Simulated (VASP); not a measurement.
Input of a VASP 6.6.1 run:

Contents of INCAR:

```
SYSTEM = HfB2
PREC = Accurate ; ENCUT = 520
EDIFF = 1E-6 ; ISMEAR = -1
SIGMA = 0.05 ; LREAL = .False.
LASPH = .True. ; NELM = 100
ALGO = Normal ; ISIF = 2
LWAVE = .False. ; LCHARG = .False.
GGA = PS ; NBANDS = 15
```

Contents of KPOINTS:

```
Automatic mesh
0
Gamma
  12 12 9
  0 0 0
```

Contents of POSCAR:

```
HfB2
1.0
    3.0620875269      0.0000000000      0.0000000000
   -1.5310437635      2.6518455869      0.0000000000
    0.0000000000      0.0000000000      3.3614518914
Hf B
1 2
Direct
    0.0000000000      0.0000000000      0.0000000000
    0.3333333333      0.6666666667      0.5000000000
    0.6666666667      0.3333333333      0.5000000000
```

Potentials or basis: VASP PAW PBE potentials, release 64 (Hf_pv, B).

Launch:

```bash
$ cat potpaw_PBE.64/Hf_pv/POTCAR potpaw_PBE.64/B/POTCAR > POTCAR
$ mpirun -np 1 vasp_std > vasp.out
```

**Question.** Predict the band gap on the k mesh.

**Answer.** Zero (band 8 reaches 8.98 eV, above the bottom of band 9 at 7.66 eV).

**Question.** What does it give for the pressure?

**Answer.** 20.3 GPa.

Stress tensor (GPa, compression positive):
```
20.08  0.00  0.00
 0.00 20.08  0.00
 0.00  0.00 20.72
```

Caveat: the PAW data sets were made with another functional, which shifts forces and pressure a little; spin-orbit coupling is left out, which moves the levels of the heavy elements.
